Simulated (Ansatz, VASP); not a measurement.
## One calculation of PbSe, two programs

```
Pb Se
1.0
     0.00000    3.42399    3.42399
     3.42399    0.00000    3.42399
     3.42399    3.42399    0.00000
Pb Se
1 1
Direct
  0.00000 0.00000 0.00000
  0.75000 0.75000 0.75000
```

Alike in both runs: functional r2SCAN; k mesh 8 × 8 × 8; occupations gaussian, width 0.02 eV; no spin polarisation.

Ansatz relaxed the structure, and its values are those at the end. VASP's run is a single point on that final structure, the one shown.

|  | VASP | Ansatz |
| --- | --- | --- |
| version | VASP 6.6.1 | Ansatz 0.2.0 |
| potentials or method | VASP PAW PBE potentials, release 64 (Pb_d, Se), cutoff 520 eV | scalar-relativistic, plane waves, PAW |
| valence electrons in the cell | 20 | 30 |

|  | VASP | Ansatz | Ansatz less VASP |
| --- | --- | --- | --- |
| gap on the k mesh at the Fermi level (eV) | 0.79 | 0.79 | +0.001 |
| least direct gap on the mesh (eV) | 1.34 | 1.34 | +0.001 |
| pressure (GPa) | 0.0 | 0.0 | 0.00 |

VASP's potentials were made for PBE, not for r2SCAN. VASP's potentials hold 20 valence electrons a cell and Ansatz's 30, so a difference there can come from the potentials and not from the codes.

Spin-orbit coupling is off throughout.
